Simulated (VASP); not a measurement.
Here is a VASP 6.6.1 calculation.

The input INCAR:

```
ALGO = Normal ; EDIFF = 1E-7
EDIFFG = -0.08 ; ENCUT = 600
GGA = PE ; IBRION = 2
ISIF = 3 ; ISMEAR = 0
LASPH = T ; LCHARG = F
LREAL = F ; LWAVE = F
NELM = 80 ; NSW = 36
PREC = Accurate ; SIGMA = 0.2
```

The input KPOINTS:

```
k-points
0
Gamma
  4 4 4
```

File POSCAR:

```
MgZn4O
1.0
   -2.7328877800      2.7328877800      3.2857987000
    2.7328877800     -2.7328877800      3.2857987000
    2.7328877800      2.7328877800     -3.2857987000
Mg Zn O
1 4 1
Direct
    0.5000000000      0.5000000000      0.0000000000
    0.7500000000      0.2500000000      0.5000000000
    0.4988544900      0.9988544900      0.5000000000
    0.0011455100      0.5011455100      0.5000000000
    0.2500000000      0.7500000000      0.5000000000
    0.0000000000      0.0000000000      0.0000000000
```

Potentials or basis: VASP PAW PBE potentials, release 64 (Mg, Zn, O).

The run is started by

```sh
$ cat potpaw_PBE.64/Mg/POTCAR potpaw_PBE.64/Zn/POTCAR potpaw_PBE.64/O/POTCAR > POTCAR
$ mpirun -np 1 vasp_std > vasp.out
```

(1) Predict the space group after relaxing (to 0.1 Å).

(2) Predict the relaxed volume.

Results:

(1) I4/mmm (No. 139).

(2) 19.54 Å³/atom.

Caveat: the k points lie up to 0.36 Å⁻¹ apart in the final cell, too coarse for converged energies and pressures of a metal; the volume moved by over 15 % at a fixed basis, so the end points are rough.
